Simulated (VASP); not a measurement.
# MgF2 (rutile type): relaxation of shape and atoms at fixed volume with LDA

Crystal: MgF2 (rutile type).

```
Mg F
1.0
     4.36606    0.00000    0.00000
     0.00000    4.36606    0.00000
     0.00000    0.00000    2.88638
Mg F
2 4
Direct
  0.00000 0.00000 0.00000
  0.50000 0.50000 0.50000
  0.30298 0.30298 0.00000
  0.69702 0.69702 0.00000
  0.80298 0.19702 0.50000
  0.19702 0.80298 0.50000
```

| Item | Value |
| --- | --- |
| Program | VASP 6.6.1 |
| Task | relaxation of shape and atoms at fixed volume |
| Functional | LDA |
| Potentials or basis | VASP PAW LDA potentials, release 64 (Mg, F) |
| Cutoff | 600 eV |
| k mesh | 7 × 7 × 10 |
| Occupations | fermi-dirac, width 0.1 eV |
| Spin | no spin polarisation |
| Dipole correction | no |
| Further INCAR settings | ALGO = Normal; EDIFF = 1e-07; IBRION = 2; EDIFFG = -0.005; NSW = 50; ISIF = 4 |

```
Energy gained by relaxing : 1.3 meV/atom
Ionic steps               : 6
Pressure after relaxing   : 17.0 GPa
Band gap on the k mesh    : 8.01 eV
```

The path:
```tsv
step	energy change (eV)	largest force (eV/Å)	pressure (GPa)	volume (Å³)
1	0.0000	0.2484	17.25	55.02
2	-0.0072	0.0588	16.96	55.02
3	-0.0074	0.0128	16.99	55.02
4	-0.0075	0.0081	16.99	55.02
5	-0.0075	0.0053	16.99	55.02
6	-0.0075	0.0002	16.99	55.02
```

Final structure:
```xyz
6
Lattice="4.3522 0.0000 0.0000 0.0000 4.3522 0.0000 0.0000 0.0000 2.9048" Properties=species:S:1:pos:R:3 pbc="T T T"
Mg    0.0000    0.0000    0.0000
Mg    2.1761    2.1761    1.4524
F     1.3125    1.3125    0.0000
F     3.0397    3.0397    0.0000
F     3.4886    0.8636    1.4524
F     0.8636    3.4886    1.4524
```

Levels at points of the mesh, in eV from the valence-band top:
| k point | band 12 | band 13 | band 14 | band 15 | band 16 | band 17 | band 18 | band 19 | band 20 |
| --- | --- | --- | --- | --- | --- | --- | --- | --- | --- |
| (0.00, 0.00, 0.00) | -1.50 | -0.78 | -0.34 | -0.34 | 0.00 | 8.01 | 12.97 | 12.97 | 14.02 |
| (0.00, 0.00, 0.50) | -1.67 | -1.61 | -1.61 | -1.10 | -1.10 | 12.90 | 12.90 | 15.69 | 15.69 |

Run time: 4.6 min on 1 thread of Oxide Virtual Turin-like Processor, on a shared host, peak memory 0.17 GiB.

A k mesh can miss the band edges.
